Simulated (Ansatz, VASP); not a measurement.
## One calculation of ZnS, two programs

```
Zn S
1.0
     3.81100    0.00000    0.00000
    -1.90550    3.30042    0.00000
     0.00000    0.00000    6.23400
Zn S
2 2
Direct
  0.33333 0.66667 0.00000
  0.66667 0.33333 0.50000
  0.33333 0.66667 0.38500
  0.66667 0.33333 0.88500
```

Alike in both runs: task single point; functional r2SCAN; k mesh 12 × 12 × 4; occupations gaussian, width 0.05 eV; no spin polarisation.

|  | VASP | Ansatz |
| --- | --- | --- |
| version | VASP 6.6.1 | Ansatz 0.2.0 |
| potentials or method | VASP PAW PBE potentials, release 64 (Zn, S), cutoff 520 eV | scalar-relativistic, plane waves, PAW |
| valence electrons in the cell | 36 | 36 |

Ansatz gave:

| Quantity | Value |
| --- | --- |
| gap on the k mesh at the Fermi level (eV) | 2.82 |
| least direct gap on the mesh (eV) | 2.82 |
| pressure (GPa) | 0.1 |
| traceless stress, the component that is largest in VASP (GPa) | -1.27 |
| rms of the force components (eV/Å) | 0.183 |

Problem. Estimate VASP's values.

Solution. gap on the k mesh at the Fermi level (eV): 2.83; least direct gap on the mesh (eV): 2.83; pressure (GPa): 0.2; traceless stress, the component that is largest in VASP (GPa): -1.28; rms of the force components (eV/Å): 0.184.

VASP's potentials were made for PBE, not for r2SCAN. Atom by atom the forces differ by 0.001 eV/Å (rms over components).
